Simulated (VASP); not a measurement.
Input of a VASP 6.6.1 run:

Contents of INCAR:

```
ALGO = Fast
EDIFF = 1E-6
EDIFFG = -0.01
ENCUT = 600
GGA = PE
IBRION = 2
ISIF = 3
ISMEAR = -1
LASPH = T
LCHARG = F
LREAL = F
LWAVE = F
NELM = 100
NSW = 60
PREC = Accurate
PSTRESS = 50.0
SIGMA = 0.05
```

The input KPOINTS:

```
k-points
0
Gamma
  9 9 9
```

File POSCAR:

```
Na
1.0
   -2.1410000000      2.1410000000      2.1410000000
    2.1410000000     -2.1410000000      2.1410000000
    2.1410000000      2.1410000000     -2.1410000000
Na
1
Direct
    0.0000000000      0.0000000000      0.0000000000
```

Potentials or basis: VASP PAW PBE potentials, release 64 (Na_pv).

The run is started by

```bash
$ cat potpaw_PBE.64/Na_pv/POTCAR > POTCAR
$ mpirun -np 1 vasp_std > vasp.out
```

(1) Predict the space group after relaxing (to 0.05 Å).

(2) Predict the relaxed cell.

Answers

(1) Im-3m (No. 229).

(2) a = 3.247 Å, b = 3.247 Å, c = 3.247 Å, α = 109.47°, β = 109.47°, γ = 109.47°.
